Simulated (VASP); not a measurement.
A run of VASP 6.6.1 is set up as follows.

Contents of INCAR:

```
SYSTEM = Ag
PREC = Accurate
ENCUT = 500
EDIFF = 1E-6
ISMEAR = -1
SIGMA = 0.03
LREAL = .False.
LASPH = .True.
NELM = 120
ALGO = Normal
ISIF = 2
LWAVE = .False.
LCHARG = .False.
GGA = PE
NBANDS = 18
GGA_COMPAT = .False.
```

Contents of KPOINTS:

```
regular mesh
0
Gamma
  13 13 7
  0 0 0
```

Contents of POSCAR:

```
Ag
1.0
    2.8803275003      0.0000000000      0.0000000000
   -1.4401637502      2.4944367866      0.0000000000
    0.0000000000      0.0000000000      4.7087978722
Ag
2
Direct
    0.3333333333      0.6666666667      0.2500000000
    0.6666666667      0.3333333333      0.7500000000
```

Potentials or basis: VASP PAW PBE potentials, release 64 (Ag).

Run with:

```console
$ cat potpaw_PBE.64/Ag/POTCAR > POTCAR
$ mpirun -np 1 vasp_std > vasp.out
```

Question: What does it give for the band gap on the k mesh?

Answer: Zero (bands 11 and 12 overlap by 6.46 eV).

Question: Estimate the pressure.

Answer: 5.6 GPa.

Stress tensor (GPa, compression positive):
```
4.96 0.00 0.00
0.00 4.96 0.00
0.00 0.00 6.85
```

Caveat: the cell stands under pressure.
